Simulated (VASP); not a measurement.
Runs of VASP 6.6.1 on CuAu. The structure is that of space group P4/mmm (No. 123), or close to it. The cells are those of the table. 

```csv
task,level,potentials or basis,cell,k mesh,cutoff (eV),gap on the mesh (eV),pressure (GPa),relaxed volume (Å³/atom)
single point,PBEsol,"VASP PAW PBE potentials, release 64 (Cu, Au)","a = 2.794, b = 2.794, c = 3.638 Å, 2 atoms",11 × 11 × 9,520,none,(a),-
relaxation of cell and atoms,LDA,"VASP PAW LDA potentials, release 64 (Cu, Au)","relaxed from a = 2.811, b = 2.811, c = 3.685 Å, 2 atoms",11 × 11 × 9,600,none,0.0,13.81
relaxation of cell and atoms,PBEsol,"VASP PAW PBE potentials, release 64 (Cu, Au)","relaxed from a = 2.811, b = 2.811, c = 3.685 Å, 2 atoms",11 × 11 × 9,600,none,0.0,14.21
single point,r2SCAN,"VASP PAW PBE potentials, release 64 (Cu, Au)","a = 2.826, b = 2.826, c = 3.639 Å, 2 atoms",11 × 11 × 9,520,none,0.3,-
relaxation of cell and atoms,r2SCAN,"VASP PAW PBE potentials, release 64 (Cu, Au)","relaxed from a = 2.811, b = 2.811, c = 3.685 Å, 2 atoms",11 × 11 × 9,600,none,-0.1,(b)
single point,PBE,"VASP PAW PBE potentials, release 64 (Cu, Au)","a = 2.846, b = 2.846, c = 3.702 Å, 2 atoms",11 × 11 × 9,520,none,0.0,-
single point,r2SCAN,"VASP PAW PBE potentials, release 64 (Cu, Au)","a = 2.826, b = 2.826, c = 3.639 Å, 2 atoms",12 × 12 × 9,520,none,0.5,-
single point,LDA,"VASP PAW LDA potentials, release 64 (Cu, Au)","a = 2.771, b = 2.771, c = 3.586 Å, 2 atoms",11 × 11 × 9,520,none,0.5,-
relaxation of cell and atoms,PBE,"VASP PAW PBE potentials, release 64 (Cu, Au)","relaxed from a = 2.811, b = 2.811, c = 3.685 Å, 2 atoms",11 × 11 × 9,600,none,0.0,15.01
```

Alike in all rows: no spin polarisation; smearing fermi-dirac 0.1 eV.

Problem. Estimate the missing entries.

Solution. (a) 0.1; (b) 14.57.

Caveats: spin-orbit coupling is left out, which moves the levels of the heavy elements; the PAW data sets were made with another functional, which shifts forces and pressure a little (some runs).

A k mesh can miss the band edges, and the runs leave out spin-orbit coupling on Au.

A gap of «none» marks levels without a gap at the run's occupations.
